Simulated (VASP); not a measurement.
Input of a VASP 6.6.1 run:

The input POSCAR:

```
HfO2
1.0
    0.0000000000      2.5434219888      2.5434219888
    2.5434219888      0.0000000000      2.5434219888
    2.5434219888      2.5434219888      0.0000000000
Hf O
1 2
Direct
    0.0000000000      0.0000000000      0.0000000000
    0.2500000000      0.2500000000      0.2500000000
    0.7500000000      0.7500000000      0.7500000000
```

The input INCAR.step1:

```
SYSTEM = HfO2
ALGO = Normal ; EDIFF = 1E-5
ENCUT = 520 ; GGA = PE
ISIF = 2 ; ISMEAR = -1
LASPH = .TRUE. ; LCHARG = .FALSE.
LREAL = .FALSE. ; LWAVE = .TRUE.
NBANDS = 18 ; NELM = 80
PREC = Accurate ; SIGMA = 0.05
```

The input INCAR.step2:

```
SYSTEM = HfO2
ALGO = Normal ; EDIFF = 1E-7
ENCUT = 520 ; GGA = PE
HFSCREEN = 0.2079 ; ISIF = 2
ISMEAR = -1 ; ISTART = 1
LASPH = .TRUE. ; LCHARG = .FALSE.
LHFCALC = .TRUE. ; LREAL = .FALSE.
LWAVE = .FALSE. ; NBANDS = 18
NELM = 80 ; PREC = Accurate
PRECFOCK = Normal ; SIGMA = 0.05
```

Contents of KPOINTS:

```
k-points
0
G
  4 4 4
  0 0 0
```

Potentials or basis: VASP PAW PBE potentials, release 64 (Hf_pv, O).

Launch:

```bash
$ cat potpaw_PBE.64/Hf_pv/POTCAR potpaw_PBE.64/O/POTCAR > POTCAR
$ cp INCAR.step1 INCAR
$ mpirun -np 1 vasp_std > vasp.out
$ cp INCAR.step2 INCAR
$ mpirun -np 1 vasp_std > vasp.out
```

(1) What does it give for the band gap on the k mesh?

(2) Predict the pressure.

## Answers

(1) 5.31 eV.

(2) -9.4 GPa.

Caveat: the k points lie up to 0.53 Å⁻¹ apart; the PAW data sets were made with another functional, which shifts forces and pressure a little; spin-orbit coupling is left out, which moves the levels of the heavy elements.
